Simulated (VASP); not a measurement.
# MnO (Fm-3m) in VASP: notebook, part 2 of 2

VASP 6.6.1. The steps go on from the part before.

## Step 3: Single point, PBEsol+U, collinear spin, ferromagnetic start

INCAR

```
SYSTEM = MnO
PREC     = Accurate       ! precision mode
ENCUT    = 520            ! plane-wave cutoff, eV
EDIFF    = 1E-6           ! SCF threshold, eV
ISMEAR   = 0              ! smearing method
SIGMA    = 0.05           ! smearing width, eV
LREAL    = .False.        ! projectors in reciprocal space
LASPH    = .True.         ! aspherical terms in the spheres
NELM     = 150            ! most SCF steps
ALGO     = Normal         ! electronic algorithm
ISIF     = 2              ! what is computed and relaxed
LWAVE    = .False.        ! write WAVECAR
LCHARG   = .False.        ! write CHGCAR
ISPIN    = 2              ! spin polarisation
MAGMOM   = 4.64 0         ! initial moments
LORBIT   = 11             ! projections on sites
LMAXMIX  = 4              ! l up to which the mixer works
LDAU     = .True.         ! DFT+U
LDAUTYPE = 2            
LDAUL    = 2 -1           ! shell
LDAUU    = 1.9 0          ! U, eV
LDAUJ    = 0 0          
LDAUPRINT= 1            
GGA      = PS             ! functional
NBANDS   = 20             ! bands
```

KPOINTS

```
Automatic mesh
0
Gamma
  12 12 12
  0 0 0
```

POSCAR

```
MnO
1.0
    0.0000000000      2.2220003343      2.2220003343
    2.2220003343      0.0000000000      2.2220003343
    2.2220003343      2.2220003343      0.0000000000
Mn O
1 1
Direct
    0.0000000000      0.0000000000      0.0000000000
    0.5000000000      0.5000000000      0.5000000000
```

Potentials or basis: VASP PAW PBE potentials, release 64 (Mn_pv, O).

Started as:

```console
$ cat potpaw_PBE.64/Mn_pv/POTCAR potpaw_PBE.64/O/POTCAR > POTCAR
$ mpirun -np 1 vasp_std > vasp.out
```

OUTCAR:

```text
SYSTEM = MnO
   PREC = Accurate
   ENCUT = 520
   EDIFF = 1E-6
   ISMEAR = 0
   LREAL = .False.
   LASPH = .True.
   NELM = 150
   ISIF = 2
   ISPIN = 2
   LORBIT = 11
   GGA = PS

 ion  position               nearest neighbor table
   1  0.000  0.000  0.000-   2 2.22   2 2.22   2 2.22   2 2.22   2 2.22   2 2.22
   2  0.500  0.500  0.500-   1 2.22   1 2.22   1 2.22   1 2.22   1 2.22   1 2.22

  LATTYP: Found a face centered cubic cell.
 ALAT       =     4.4440006686

  Lattice vectors:

 A1 = (   0.0000000000,   2.2220003343,   2.2220003343)
 A2 = (   2.2220003343,   0.0000000000,   2.2220003343)
 A3 = (   2.2220003343,   2.2220003343,   0.0000000000)

Analysis of symmetry for initial positions (statically):
=====================================================================
 Subroutine PRICEL returns:
 Original cell was already a primitive cell.

 Routine SETGRP: Setting up the symmetry group for a
 face centered cubic supercell.

 Subroutine GETGRP returns: Found 48 space group operations
 (whereof 48 operations were pure point group operations)
 out of a pool of 48 trial point group operations.

The static configuration has the point symmetry O_h .

Analysis of symmetry for dynamics (positions and initial velocities):
=====================================================================
 Subroutine PRICEL returns:
 Original cell was already a primitive cell.

 Routine SETGRP: Setting up the symmetry group for a
 face centered cubic supercell.

 Subroutine GETGRP returns: Found 48 space group operations
 (whereof 48 operations were pure point group operations)
 out of a pool of 48 trial point group operations.

The dynamic configuration has the point symmetry O_h .

Analysis of structural, dynamic, and magnetic symmetry:
=====================================================================
 Subroutine PRICEL returns:
 Original cell was already a primitive cell.

 Routine SETGRP: Setting up the symmetry group for a
 face centered cubic supercell.

 Subroutine GETGRP returns: Found 48 space group operations
 (whereof 48 operations were pure point group operations)
 out of a pool of 48 trial point group operations.

The overall configuration has the point symmetry O_h .

 Subroutine INISYM returns: Found 48 space group operations
 (whereof 48 operations are pure point group operations),
 and found     1 'primitive' translations

----------------------------------------------------------------------------------------

                                     Primitive cell

  volume of cell :      21.9413

  direct lattice vectors                    reciprocal lattice vectors
     0.000000000  2.222000334  2.222000334    -0.225022468  0.225022468  0.225022468
     2.222000334  0.000000000  2.222000334     0.225022468 -0.225022468  0.225022468
     2.222000334  2.222000334  0.000000000     0.225022468  0.225022468 -0.225022468

[... 108 lines left out ...]
 LDA+U is selected, type is set to LDAUTYPE =  2
   angular momentum for each species LDAUL =     2   -1
   U (eV)           for each species LDAUU =   1.9  0.0
   J (eV)           for each species LDAUJ =   0.0  0.0
   GGA     = PS    functional components
   LHFCALC =     F    Hartree Fock is set to
   AEXX    =    0.0000 exact exchange contribution
   IVDW    =     0    specifies the selected vdW correction
   LEPSILON=     F    determine dielectric tensor
   LRPA    =     F    only Hartree local field effects (RPA)
 spin polarized calculation
 Gauss-broadening in eV      SIGMA  =   0.05
  energy-cutoff  :      520.00
  volume of cell :       21.94
 maximum number of plane-waves:       609
   NGX = 11   NGY = 11   NGZ = 11

atom =   1  type =  1  l = 2

 onsite density matrix

spin component  1

  0.9326 -0.0000 -0.0000 -0.0000  0.0000
 -0.0000  0.9326  0.0000  0.0000  0.0000
 -0.0000  0.0000  0.9700 -0.0000  0.0000
 -0.0000  0.0000 -0.0000  0.9326  0.0000
  0.0000  0.0000  0.0000  0.0000  0.9700

spin component  2

  0.0235  0.0000  0.0000  0.0000 -0.0000
  0.0000  0.0235  0.0000  0.0000 -0.0000
  0.0000  0.0000  0.0858 -0.0000  0.0000
  0.0000  0.0000 -0.0000  0.0235 -0.0000
 -0.0000 -0.0000  0.0000 -0.0000  0.0858

 occupancies and eigenvectors

  o =  0.0235  v =  0.0000  0.0000  0.0000  0.0000  0.0000  1.0000  0.0000  0.0000  0.0000  0.0000      0.0000  0.0000  0.0000  0.0000  0.0000  0.0000  0.0000  0.0000  0.0000  0.0000
  o =  0.0235  v =  0.0000  0.0000  0.0000  0.0000  0.0000  0.0000  0.4098  0.0000 -0.9122 -0.0000      0.0000  0.0000  0.0000  0.0000  0.0000  0.0000  0.0000  0.0000  0.0000  0.0000
  o =  0.0235  v =  0.0000  0.0000  0.0000  0.0000  0.0000  0.0000  0.9122  0.0000  0.4098  0.0000      0.0000  0.0000  0.0000  0.0000  0.0000  0.0000  0.0000  0.0000  0.0000  0.0000
  o =  0.0858  v =  0.0000  0.0000  0.0000  0.0000  0.0000  0.0000 -0.0000  0.0161  0.0000 -0.9999      0.0000  0.0000  0.0000  0.0000  0.0000  0.0000  0.0000  0.0000  0.0000  0.0000
  o =  0.0858  v =  0.0000  0.0000  0.0000  0.0000  0.0000  0.0000  0.0000 -0.9999 -0.0000 -0.0161      0.0000  0.0000  0.0000  0.0000  0.0000  0.0000  0.0000  0.0000  0.0000  0.0000
  o =  0.9326  v =  1.0000  0.0000  0.0000  0.0000  0.0000  0.0000  0.0000  0.0000  0.0000  0.0000      0.0000  0.0000  0.0000  0.0000  0.0000  0.0000  0.0000  0.0000  0.0000  0.0000
  o =  0.9326  v =  0.0000 -0.4212  0.0000 -0.9070  0.0000  0.0000  0.0000  0.0000  0.0000  0.0000      0.0000  0.0000  0.0000  0.0000  0.0000  0.0000  0.0000  0.0000  0.0000  0.0000
  o =  0.9326  v =  0.0000  0.9070 -0.0000 -0.4212 -0.0000  0.0000  0.0000  0.0000  0.0000  0.0000      0.0000  0.0000  0.0000  0.0000  0.0000  0.0000  0.0000  0.0000  0.0000  0.0000
  o =  0.9700  v =  0.0000 -0.0000  0.0964 -0.0000 -0.9953  0.0000  0.0000  0.0000  0.0000  0.0000      0.0000  0.0000  0.0000  0.0000  0.0000  0.0000  0.0000  0.0000  0.0000  0.0000
  o =  0.9700  v =  0.0000 -0.0000 -0.9953 -0.0000 -0.0964  0.0000  0.0000  0.0000  0.0000  0.0000      0.0000  0.0000  0.0000  0.0000  0.0000  0.0000  0.0000  0.0000  0.0000  0.0000

 number of electron      18.9999992 magnetization       4.9992193

 Free energy of the ion-electron system (eV)
  ---------------------------------------------------
  ext. energy  EPLUGINS =         0.00000000
  ---------------------------------------------------
  free energy    TOTEN  =       -16.68661424 eV

  energy without entropy =      -16.68652454  energy(sigma->0) =      -16.68656939

 E-fermi :   7.2686     XC(G=0): -12.0658

 val. band max:        7.2260091145   @ k =   0.5000   0.0000   0.0000
 cond. band min:       7.2930437205   @ k =   0.5000   0.5000   0.0000
 fundamental gap:      0.0670346060
 Fermi energy:         7.2686200727

 spin component 1

 k-point     1 :       0.0000    0.0000    0.0000
  band No.  band energies     occupation
      1     -42.7899      1.00000
      2     -42.7899      1.00000
      3     -42.7899      1.00000
      4     -12.6410      1.00000
      5       3.4265      1.00000
      6       3.4265      1.00000
[... 1097 lines left out ...]
     19      30.3436      0.00000
     20      32.6583      0.00000

 [... further k-points ...]
[... 5 lines left out ...]
  --------------------------------------------------------------------------------------
  -------------------------------------------------------------------------------------
  Total        0.0038033      0.0038033      0.0038033      0.0000000      0.0000000      0.0000000
  in kB        0.2777182      0.2777182      0.2777182      0.0000000      0.0000000      0.0000000
  external PRESSURE =       0.2777182 kB  Pullay stress =       0.0000000 kB

 VOLUME and BASIS-vectors are now :
 -----------------------------------------------------------------------------
  energy-cutoff  :      520.00
  volume of cell :       21.94
      direct lattice vectors                 reciprocal lattice vectors
     0.000000000  2.222000334  2.222000334    -0.225022468  0.225022468  0.225022468
     2.222000334  0.000000000  2.222000334     0.225022468 -0.225022468  0.225022468
     2.222000334  2.222000334  0.000000000     0.225022468  0.225022468 -0.225022468

 POSITION                                       TOTAL-FORCE (eV/Angst)
 -----------------------------------------------------------------------------------
      0.00000      0.00000      0.00000         0.000000     -0.000000     -0.000000
      2.22200      2.22200      2.22200        -0.000000      0.000000      0.000000
 -----------------------------------------------------------------------------------
    total drift:                                0.000000     -0.000000     -0.000000

  FREE ENERGIE OF THE ION-ELECTRON SYSTEM (eV)
  ---------------------------------------------------
  free  energy   TOTEN  =       -16.6866142395 eV

  energy  without entropy=      -16.6865245380  energy(sigma->0) =      -16.68656939

 total charge

# of ion       s       p       d       tot
------------------------------------------
    1        0.210   6.186   4.960  11.356
    2        1.552   3.422   0.000   4.974
--------------------------------------------------
tot          1.762   9.608   4.960  16.329

 magnetization (x)

# of ion       s       p       d       tot
------------------------------------------
    1        0.033   0.027   4.487   4.547
    2        0.027   0.169   0.000   0.195
--------------------------------------------------
tot          0.060   0.196   4.487   4.742
```

It took 32 s on 1 thread of Intel Xeon Platinum 8488C (Sapphire Rapids), shared host; peak memory 0.17 GiB.

Results:

| Quantity | Value |
| --- | --- |
| Free energy | -16.6866 eV |
| Pressure | 0.0 GPa |
| Band gap on the k mesh | zero (filled and empty bands overlap) |
| Net moment | 5.00 μB per cell |
| Site moments | Mn +4.55; O +0.20 μB |
| Valence electrons inside the program's atomic spheres | Mn 11.36; O 4.97 |

Levels at points of the mesh, in eV from the Fermi level:
Spin up:
| k point | band 8 | band 9 | band 10 | band 11 | band 12 | band 13 | band 14 | band 15 | band 16 | band 17 |
| --- | --- | --- | --- | --- | --- | --- | --- | --- | --- | --- |
| (0.00, 0.00, 0.00) | -3.43 | -3.43 | -3.43 | -3.40 | -3.40 | -0.42 | 13.87 | 16.02 | 16.02 | 16.02 |
| (0.50, 0.00, 0.00) | -2.97 | -2.97 | -2.35 | -0.04 | -0.04 | 3.48 | 7.89 | 11.86 | 11.86 | 18.26 |
| (0.50, 0.50, 0.00) | -4.52 | -2.98 | -2.70 | -2.70 | -2.57 | 5.03 | 7.97 | 10.08 | 13.73 | 13.73 |
Spin down:
```
           k point  band 4  band 5  band 6  band 7  band 8  band 9  band 10  band 11
(0.00, 0.00, 0.00)  -19.43   -3.01   -3.01   -3.01    0.98    1.79     1.79     1.79
(0.50, 0.00, 0.00)  -18.43   -7.08   -4.38   -4.38    2.97    3.13     3.13     4.65
(0.50, 0.50, 0.00)  -18.44   -6.16   -4.01   -4.01    0.02    3.04     3.19     3.61
```

Eigenvalues of the final occupation matrices:
```csv
site,spin,trace,eigenvalues
site 1 d,1,4.74,0.93 0.93 0.93 0.97 0.97
site 1 d,2,0.24,0.02 0.02 0.02 0.09 0.09
```

Caveat: the PAW data sets were made with another functional, which shifts forces and pressure a little; a cell with one magnetic atom can't hold antiferromagnetic order, which such compounds often take.

## Step 4: Single point, PBEsol+U, non-collinear spin, typed start, spin-orbit coupling

INCAR

```
SYSTEM = MnO
  ALGO = Normal
  EDIFF = 1E-6
  ENCUT = 520
  GGA = PS
  GGA_COMPAT = .FALSE.
  ISIF = 2
  ISMEAR = 0
  LASPH = .TRUE.
  LCHARG = .FALSE.
  LDAU = .TRUE.
  LDAUJ = 0 0
  LDAUL = 2 -1
  LDAUPRINT = 1
  LDAUTYPE = 2
  LDAUU = 1.9 0
  LMAXMIX = 4
  LORBIT = 11
  LORBMOM = .TRUE.
  LREAL = .FALSE.
  LSORBIT = .TRUE.
  LWAVE = .FALSE.
  MAGMOM = 3.281 3.281 0 0 0 0
  NBANDS = 31
  NELM = 150
  PREC = Accurate
  SIGMA = 0.05
```

KPOINTS

```
k-points
0
G
  12 12 12
  0 0 0
```

POSCAR is that of step 3.

Started as:

```console
$ cat potpaw_PBE.64/Mn_pv/POTCAR potpaw_PBE.64/O/POTCAR > POTCAR
$ mpirun -np 1 vasp_ncl > vasp.out
```

Wall time 6.2 min (1 thread of Intel Xeon Platinum 8488C (Sapphire Rapids), shared host); peak memory 0.54 GiB.

It converged, with:

```
Free energy                                           : -16.7010 eV
Pressure                                              : 0.1 GPa
Net moment                                            : 5.00 μB per cell
Valence electrons inside the program's atomic spheres : Mn 11.36; O 4.97
```

Moments on the atoms (μB; x, y, z):
```
Mn  3.21 3.21 0.00
O   0.14 0.14 0.00
```

Caveat: the PAW data sets were made with another functional, which shifts forces and pressure a little; a cell with one magnetic atom can't hold antiferromagnetic order, which such compounds often take. The state reached can hang on the start; a lower one may exist.

## Step 5: Single point, PBEsol+U, collinear spin, antiferromagnetic start

This run uses another cell than the first one: it holds 4 atoms, not 2.

INCAR

```
PREC     = Accurate       # precision mode
ENCUT    = 520            # plane-wave cutoff, eV
EDIFF    = 1E-6           # SCF threshold, eV
ISMEAR   = 0              # smearing method
SIGMA    = 0.05           # smearing width, eV
LREAL    = F              # projectors in reciprocal space
LASPH    = T              # aspherical terms in the spheres
NELM     = 150            # most SCF steps
ALGO     = Normal         # electronic algorithm
ISIF     = 2              # what is computed and relaxed
LWAVE    = F              # write WAVECAR
LCHARG   = T              # write CHGCAR
ISPIN    = 2              # spin polarisation
MAGMOM   = 5 -5 0 0       # initial moments
LORBIT   = 11             # projections on sites
LMAXMIX  = 4              # l up to which the mixer works
LDAU     = T              # DFT+U
LDAUTYPE = 2            
LDAUL    = 2 -1           # shell
LDAUU    = 1.9 0          # U, eV
LDAUJ    = 0 0          
LDAUPRINT= 1            
GGA      = PS             # functional
LELF     = T              # ELF
LVHAR    = T            
NBANDS   = 31             # bands
```

KPOINTS

```
regular mesh
0
Gamma
  12 12 6
```

POSCAR

```
MnO
1.0
    0.0000000000      2.2220003343      2.2220003343
    2.2220003343      0.0000000000      2.2220003343
    4.4440006686      4.4440006686      0.0000000000
Mn O
2 2
Direct
    0.0000000000      0.0000000000      0.0000000000
    0.0000000000      0.0000000000      0.5000000000
    0.5000000000      0.5000000000      0.2500000000
    0.5000000000      0.5000000000      0.7500000000
```

Started as:

```console
$ cat potpaw_PBE.64/Mn_pv/POTCAR potpaw_PBE.64/O/POTCAR > POTCAR
$ mpirun -np 1 vasp_std > vasp.out
```

Run time: 2.2 min. Hardware: 1 thread of Intel Xeon Platinum 8488C (Sapphire Rapids), shared host; peak memory 0.31 GiB.

Results (log left out):

```
Free energy                                           : -33.6051 eV
Pressure                                              : -3.7 GPa
Band gap on the k mesh                                : 1.25 eV
Net moment                                            : 0.00 μB per cell
Site moments                                          : Mn +4.46, -4.46; O +0.00 μB
Valence electrons inside the program's atomic spheres : Mn 11.36; O 4.97
```

Stress tensor (GPa, compression positive):
```
-3.68 -1.36  1.36
-1.36 -3.68  1.36
 1.36  1.36 -3.68
```

Levels at points of the mesh, in eV from the valence-band top:
Spin up:
| k point | band 15 | band 16 | band 17 | band 18 | band 19 | band 20 | band 21 | band 22 | band 23 | band 24 |
| --- | --- | --- | --- | --- | --- | --- | --- | --- | --- | --- |
| (0.00, 0.00, 0.00) | -2.24 | -2.24 | -2.06 | -0.64 | -0.64 | 1.25 | 3.39 | 3.45 | 3.45 | 4.67 |
| (0.50, 0.00, 0.00) | -2.89 | -1.80 | -1.54 | -0.34 | -0.19 | 2.66 | 4.25 | 4.32 | 4.89 | 4.90 |
| (0.00, 0.00, 0.50) | -2.34 | -2.34 | -1.92 | 0.00 | 0.00 | 2.85 | 3.38 | 3.38 | 3.64 | 4.22 |
| (0.50, 0.00, 0.50) | -2.50 | -1.79 | -1.44 | -0.33 | -0.14 | 2.39 | 4.15 | 4.31 | 4.51 | 4.69 |
Spin down:
```
           k point  band 15  band 16  band 17  band 18  band 19  band 20  band 21  band 22  band 23  band 24
(0.00, 0.00, 0.00)    -2.24    -2.24    -2.06    -0.64    -0.64     1.25     3.39     3.45     3.45     4.67
(0.50, 0.00, 0.00)    -2.89    -1.80    -1.54    -0.34    -0.19     2.66     4.25     4.32     4.89     4.90
(0.00, 0.00, 0.50)    -2.34    -2.34    -1.92     0.00     0.00     2.85     3.38     3.38     3.64     4.22
(0.50, 0.00, 0.50)    -2.50    -1.79    -1.44    -0.33    -0.14     2.39     4.15     4.31     4.51     4.69
```

Eigenvalues of the final occupation matrices:
```
    site  spin  trace               eigenvalues
site 1 d     1   4.71  0.93 0.93 0.93 0.97 0.97
site 1 d     2   0.28  0.03 0.03 0.03 0.10 0.10
site 2 d     1   0.28  0.03 0.03 0.03 0.10 0.10
site 2 d     2   4.71  0.93 0.93 0.93 0.97 0.97
```

Caveat: the cell stands under tension; the PAW data sets were made with another functional, which shifts forces and pressure a little. The state reached can hang on the start; a lower one may exist.

## Step 6: The runs side by side

| spin | cell | k mesh | gap on the mesh (eV) | pressure (GPa) | moment (μB) |
| --- | --- | --- | --- | --- | --- |
| collinear, ferromagnetic start | a = 3.142 Å, angles 60.0°, 2 atoms, atomic positions A | 12 × 12 × 12 | none | 0.0 | 5.00 |
| non-collinear, typed start, SOC | a = 3.142 Å, angles 60.0°, 2 atoms, atomic positions A | 12 × 12 × 12 | - | 0.1 | 5.00 |
| collinear, antiferromagnetic start | a = 3.142, b = 3.142, c = 6.285 Å, angles 60.0°, 4 atoms, atomic positions B | 12 × 12 × 6 | 1.25 | -3.7 | 0.00 |

Alike in all rows: task single point; level PBEsol+U; potentials or basis VASP PAW PBE potentials, release 64 (Mn_pv, O); Mn d U = 1.9 eV; cutoff (eV) 520; smearing gaussian 0.05 eV.

Caveats: the PAW data sets were made with another functional, which shifts forces and pressure a little; a cell with one magnetic atom can't hold antiferromagnetic order, which such compounds often take (at least some runs); the cell stands under tension (at least some runs).

Absolute energies hang on the potentials; compare differences alone.
